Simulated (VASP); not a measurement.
Input of a VASP 6.6.1 run:

INCAR

```
SYSTEM = Ir
ALGO = Normal
EDIFF = 1E-6
ENCUT = 500
GGA_COMPAT = .False.
ISIF = 2
ISMEAR = 0
LASPH = .True.
LCHARG = .True.
LELF = .True.
LREAL = .False.
LVHAR = .True.
LWAVE = .False.
NBANDS = 16
NELM = 120
PREC = Accurate
SIGMA = 0.1
```

Contents of KPOINTS:

```
k-points
0
Gamma
  18 18 10
  0 0 0
```

POSCAR

```
Ir
1.0
    2.7052686553      0.0000000000      0.0000000000
   -1.3526343277      2.3428313795      0.0000000000
    0.0000000000      0.0000000000      4.3862420605
Ir
2
Direct
    0.6666666667      0.3333333333      0.7500000000
    0.3333333333      0.6666666667      0.2500000000
```

Potentials or basis: VASP PAW LDA potentials, release 64 (Ir).

Run with:

```console
$ cat potpaw_LDA.64/Ir/POTCAR > POTCAR
$ mpirun -np 1 vasp_std > vasp.out
```

Question: What does it give for the pressure?

Answer: 2.5 GPa.

Question: Predict the band gap on the k mesh.

Answer: Zero (band 9 reaches 11.77 eV, above the bottom of band 10 at 8.30 eV).

Caveat: spin-orbit coupling is left out, which moves the levels of the heavy elements.
